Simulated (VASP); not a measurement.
# Li2Se (Fm-3m) in VASP: settings compared

Aim: see how the results for Li2Se move with the level of theory and the settings. Levels: PBE, LDA, r2SCAN. Tasks: single point.

Everything below comes from runs of VASP 6.6.1. Logs are shortened: lines on timing, memory, paths and dates and some standing lists are left out, and cuts for length are marked.

## Step 1: The cell of the first run

Symmetry: Fm-3m, No. 225, cubic system. Conventional cell: a = 5.987 Å, b = 5.987 Å, c = 5.987 Å, α = 90.00°, β = 90.00°, γ = 90.00°. Li (site symmetry -43m) has 4 Se at 2.59 Å and 6 Li at 2.99 Å within 3.4 Å. Se (site symmetry m-3m) has 8 Li at 2.59 Å within 3.4 Å.

## Step 2: Single point, PBE

Contents of INCAR:

```
  PREC = Accurate
  ENCUT = 750
  EDIFF = 1E-6
  ISMEAR = -1
  SIGMA = 0.02
  LREAL = False
  LASPH = True
  NELM = 120
  ALGO = Normal
  ISIF = 2
  LWAVE = False
  LCHARG = False
  GGA = PE
  NBANDS = 13
  GGA_COMPAT = False
```

Contents of KPOINTS:

```
Automatic mesh
0
Gamma
  8 8 8
```

Contents of POSCAR:

```
Li2Se
1.0
    0.0000000000      2.9935010607      2.9935010607
    2.9935010607      0.0000000000      2.9935010607
    2.9935010607      2.9935010607      0.0000000000
Li Se
2 1
Direct
    0.7500000000      0.7500000000      0.7500000000
    0.2500000000      0.2500000000      0.2500000000
    0.0000000000      0.0000000000      0.0000000000
```

Potentials or basis: VASP PAW PBE potentials, release 64 (Li_sv, Se).

Launch:

```sh
$ cat potpaw_PBE.64/Li_sv/POTCAR potpaw_PBE.64/Se/POTCAR > POTCAR
$ mpirun -np 1 vasp_std > vasp.out
```

OUTCAR:

```text
PREC = Accurate
   ENCUT = 750
   EDIFF = 1E-6
   ISMEAR = -1
   LREAL = False
   LASPH = True
   NELM = 120
   ISIF = 2
   GGA = PE

 ion  position               nearest neighbor table
   1  0.750  0.750  0.750-   3 2.59   3 2.59   3 2.59   3 2.59
   2  0.250  0.250  0.250-   3 2.59   3 2.59   3 2.59   3 2.59
   3  0.000  0.000  0.000-   1 2.59   1 2.59   1 2.59   1 2.59   2 2.59   2 2.59   2 2.59   2 2.59

  LATTYP: Found a face centered cubic cell.
 ALAT       =     5.9870021214

  Lattice vectors:

 A1 = (   0.0000000000,   2.9935010607,   2.9935010607)
 A2 = (   2.9935010607,   0.0000000000,   2.9935010607)
 A3 = (   2.9935010607,   2.9935010607,   0.0000000000)

Analysis of symmetry for initial positions (statically):
=====================================================================
 Subroutine PRICEL returns:
 Original cell was already a primitive cell.

 Routine SETGRP: Setting up the symmetry group for a
 face centered cubic supercell.

 Subroutine GETGRP returns: Found 48 space group operations
 (whereof 48 operations were pure point group operations)
 out of a pool of 48 trial point group operations.

The static configuration has the point symmetry O_h .

Analysis of symmetry for dynamics (positions and initial velocities):
=====================================================================
 Subroutine PRICEL returns:
 Original cell was already a primitive cell.

 Routine SETGRP: Setting up the symmetry group for a
 face centered cubic supercell.

 Subroutine GETGRP returns: Found 48 space group operations
 (whereof 48 operations were pure point group operations)
 out of a pool of 48 trial point group operations.

The dynamic configuration has the point symmetry O_h .

 Subroutine INISYM returns: Found 48 space group operations
 (whereof 48 operations are pure point group operations),
 and found     1 'primitive' translations

----------------------------------------------------------------------------------------

                                     Primitive cell

  volume of cell :      53.6498

  direct lattice vectors                    reciprocal lattice vectors
     0.000000000  2.993501061  2.993501061    -0.167028503  0.167028503  0.167028503
     2.993501061  0.000000000  2.993501061     0.167028503 -0.167028503  0.167028503
     2.993501061  2.993501061  0.000000000     0.167028503  0.167028503 -0.167028503

  length of vectors
     4.233449799  4.233449799  4.233449799     0.289301853  0.289301853  0.289301853

  position of ions in fractional coordinates (direct lattice)
     0.750000000  0.750000000  0.750000000
[... 80 lines left out ...]
   EDIFF  = 0.1E-05   stopping-criterion for ELM
   LREAL  =      F    real-space projection
[... 7 lines left out ...]
   TEBEG  =    0.0;   TEEND  =   0.0 temperature during run
   PSTRESS=    0.0 pullay stress
   NELECT =      12.0000    total number of electrons
   NUPDOWN=      -1.0000    fix difference up-down
   EMIN   =  10.00;   EMAX   =-10.00  energy-range for DOS
   EFERMI =   0.00;   METHOD = LEGACY
   ISMEAR =    -1;   SIGMA  =   0.02  broadening in eV -4-tet -1-fermi 0-gaus
   EFERMI_NEDOS =   21; number of points for ismear=-14 and -15
   IALGO  =     38    algorithm
   IMIX   =      4    mixing-type and parameters
     AMIX     =   0.40;   BMIX     =  1.00
     AMIX_MAG =   1.60;   BMIX_MAG =  1.00
  volume/ion in A,a.u.               =      17.88       120.68
  Fermi-wavevector in a.u.,A,eV,Ry     =   0.993755  1.877924 13.436410  0.987548
  Thomas-Fermi vector in A             =   2.125658
   LORBIT       =      0    0 simple, 1 ext, 2 COOP (PROOUT), +10 PAW based schemes
   GGA     = PE    functional components
   LHFCALC =     F    Hartree Fock is set to
   AEXX    =    0.0000 exact exchange contribution
   IVDW    =     0    specifies the selected vdW correction
   LEPSILON=     F    determine dielectric tensor
   LRPA    =     F    only Hartree local field effects (RPA)
 non-spin polarized calculation
  energy-cutoff  :      750.00
  volume of cell :       53.65
 maximum number of plane-waves:      2541
 NGX is ok and might be reduce to    40
   NGX = 19   NGY = 19   NGZ = 19

 number of electron      12.0000003 magnetization

 Free energy of the ion-electron system (eV)
  ---------------------------------------------------
  ext. energy  EPLUGINS =         0.00000000
  ---------------------------------------------------
  free energy    TOTEN  =       -11.13043760 eV

  energy without entropy =      -11.13043760  energy(sigma->0) =      -11.13043760

 E-fermi :   1.4903     XC(G=0):  -8.2950

 val. band max:        1.0465142051   @ k =   0.0000   0.0000   0.0000
 cond. band min:       4.0142711691   @ k =   0.5000   0.5000   0.0000
 fundamental gap:      2.9677569639
 Fermi energy:         1.4902677196

 k-point     1 :       0.0000    0.0000    0.0000
  band No.  band energies     occupation
      1     -43.6502      2.00000
      2     -43.6255      2.00000
      3     -10.3665      2.00000
      4       1.0465      2.00000
      5       1.0465      2.00000
      6       1.0465      2.00000
      7       4.4678      0.00000
      8       6.6708      0.00000
      9       6.6708      0.00000
     10       6.6708      0.00000
     11      11.6538      0.00000
     12      11.6538      0.00000
     13      12.0019      0.00000
[... 354 lines left out ...]
  band No.  band energies     occupation
      1     -43.6374      2.00000
      2     -43.6374      2.00000
      3      -9.9369      2.00000
      4      -1.5897      2.00000
      5      -0.2734      2.00000
      6       0.1062      2.00000
      7       6.4620      0.00000
      8       6.8310      0.00000
      9       8.7156      0.00000
     10       9.4489      0.00000
     11      10.4549      0.00000
     12      11.8086      0.00000
     13      13.7152      0.00000

 [... further k-points ...]
[... 5 lines left out ...]
  --------------------------------------------------------------------------------------
  -------------------------------------------------------------------------------------
  Total        0.0895139      0.0895139      0.0895139      0.0000000      0.0000000     -0.0000000
  in kB        2.6732093      2.6732093      2.6732093      0.0000000      0.0000000     -0.0000000
  external PRESSURE =       2.6732093 kB  Pullay stress =       0.0000000 kB

 VOLUME and BASIS-vectors are now :
 -----------------------------------------------------------------------------
  energy-cutoff  :      750.00
  volume of cell :       53.65
      direct lattice vectors                 reciprocal lattice vectors
     0.000000000  2.993501061  2.993501061    -0.167028503  0.167028503  0.167028503
     2.993501061  0.000000000  2.993501061     0.167028503 -0.167028503  0.167028503
     2.993501061  2.993501061  0.000000000     0.167028503  0.167028503 -0.167028503

 POSITION                                       TOTAL-FORCE (eV/Angst)
 -----------------------------------------------------------------------------------
      4.49025      4.49025      4.49025        -0.000000     -0.000000     -0.000000
      1.49675      1.49675      1.49675         0.000000      0.000000      0.000000
      0.00000      0.00000      0.00000         0.000000      0.000000      0.000000
 -----------------------------------------------------------------------------------
    total drift:                                0.000000     -0.000000      0.000000

  FREE ENERGIE OF THE ION-ELECTRON SYSTEM (eV)
  ---------------------------------------------------
  free  energy   TOTEN  =       -11.1304375976 eV

  energy  without entropy=      -11.1304375976  energy(sigma->0) =      -11.13043760
```

stdout:

```text
POSCAR found type information on POSCAR LiSe
 POSCAR found :  2 types and       3 ions
 scaLAPACK will be used
 LDA part: xc-table for (Slater+PW92), standard interpolation
 POSCAR, INCAR and KPOINTS ok, starting setup
 FFT: planning ... GRIDC
 FFT: planning ... GRID_SOFT
 FFT: planning ... GRID
 WAVECAR not read
 entering main loop
```

Run time: 76 s. Hardware: 1 thread of Intel Xeon 8259CL, shared host; peak memory 0.25 GiB.

What came out:

```
Free energy            : -11.1304 eV
Pressure               : 0.3 GPa
Band gap on the k mesh : 2.97 eV (least direct gap 3.42 eV)
```

## Step 3: Single point, LDA

Contents of INCAR:

```
SYSTEM = Li2Se
ALGO = Normal
EDIFF = 1E-6
ENCUT = 750
GGA = CA
GGA_COMPAT = .False.
ISIF = 2
ISMEAR = 0
LASPH = .True.
LCHARG = .False.
LREAL = .False.
LWAVE = .False.
NBANDS = 13
NELM = 120
PREC = Accurate
SIGMA = 0.01
```

Contents of KPOINTS:

```
k-points
0
Gamma
  8 8 8
  0 0 0
```

POSCAR is that of step 2.

Potentials or basis: VASP PAW LDA potentials, release 64 (Li_sv, Se).

Launch:

```sh
$ cat potpaw_LDA.64/Li_sv/POTCAR potpaw_LDA.64/Se/POTCAR > POTCAR
$ mpirun -np 1 vasp_std > vasp.out
```

Wall time 64 s (1 thread of Intel Xeon 8259CL, shared host); peak memory 0.2 GiB.

The run converged. Its results:

| Item | Value |
| --- | --- |
| Free energy | -12.1523 eV |
| Pressure | -2.4 GPa |
| Band gap on the k mesh | 2.80 eV (least direct gap 3.24 eV) |

Levels at points of the mesh, in eV from the valence-band top:
```csv
k point,band 3,band 4,band 5,band 6,band 7,band 8,band 9,band 10
"(0.00, 0.00, 0.00)",-11.44,0.00,0.00,0.00,3.24,5.47,5.47,5.47
"(0.50, 0.00, 0.00)",-11.08,-2.97,-0.54,-0.54,5.00,5.82,5.82,7.80
"(0.50, 0.50, 0.00)",-10.97,-2.31,-1.48,-1.48,2.80,6.12,10.16,10.16
```

A k mesh can miss the band edges.

## Step 4: Single point, r2SCAN

POSCAR is that of step 3.

Contents of INCAR.step1:

```
ALGO = Normal
EDIFF = 1E-5
ENCUT = 830
GGA = PE
GGA_COMPAT = F
ISMEAR = -1
LASPH = T
LCHARG = F
LREAL = F
LWAVE = T
NBANDS = 13
NELM = 120
PREC = Accurate
SIGMA = 0.02
```

Contents of INCAR.step2:

```
ALGO = Normal
EDIFF = 1E-6
ENCUT = 830
GGA_COMPAT = F
ISIF = 2
ISMEAR = -1
ISTART = 1
LASPH = T
LCHARG = T
LELF = T
LMIXTAU = T
LREAL = F
LVHAR = T
LWAVE = F
METAGGA = R2SCAN
NBANDS = 13
NELM = 120
PREC = Accurate
SIGMA = 0.02
```

Contents of KPOINTS:

```
k-points
0
Gamma
  6 6 6
```

Potentials or basis: VASP PAW PBE potentials, release 64 (Li_sv, Se).

Launch:

```sh
$ cat potpaw_PBE.64/Li_sv/POTCAR potpaw_PBE.64/Se/POTCAR > POTCAR
$ cp INCAR.step1 INCAR
$ mpirun -np 1 vasp_std > vasp.out
$ cp INCAR.step2 INCAR
$ mpirun -np 1 vasp_std > vasp.out
```

Wall time 3.5 min (1 thread of Intel Xeon 8259CL, shared host); peak memory 0.26 GiB.

Results (log left out):

```
Free energy            : -23.4390 eV
Pressure               : -0.2 GPa
Band gap on the k mesh : 3.46 eV (least direct gap 4.18 eV)
```

Levels at points of the mesh, in eV from the valence-band top:
```
           k point  band 2  band 3  band 4  band 5  band 6  band 7  band 8  band 9  band 10  band 11
(0.00, 0.00, 0.00)  -46.12  -11.79    0.00    0.00    0.00    4.18    6.31    6.31     6.31    11.21
(0.50, 0.00, 0.00)  -46.13  -11.41   -2.92   -0.53   -0.53    5.98    6.60    6.60     8.64    12.66
(0.50, 0.50, 0.00)  -46.13  -11.29   -2.27   -1.45   -1.45    3.46    7.00   11.37    11.37    12.66
```

Caveat: the PAW data sets were made with another functional, which shifts forces and pressure a little.

## Step 5: The runs side by side

| level | potentials or basis | k mesh | cutoff (eV) | smearing | gap on the mesh (eV) | pressure (GPa) |
| --- | --- | --- | --- | --- | --- | --- |
| PBE | VASP PAW PBE potentials, release 64 (Li_sv, Se) | 8 × 8 × 8 | 750 | fermi-dirac 0.02 eV | 2.97 | 0.3 |
| LDA | VASP PAW LDA potentials, release 64 (Li_sv, Se) | 8 × 8 × 8 | 750 | gaussian 0.01 eV | 2.80 | -2.4 |
| r2SCAN | VASP PAW PBE potentials, release 64 (Li_sv, Se) | 6 × 6 × 6 | 830 | fermi-dirac 0.02 eV | 3.46 | -0.2 |

Alike in all rows: task single point; no spin polarisation; cell a = 4.233 Å, angles 60.0°, 3 atoms.

Caveats: the PAW data sets were made with another functional, which shifts forces and pressure a little (at least some runs).

Total energies depend on the potentials used, so only differences within one code and one set of settings carry meaning.
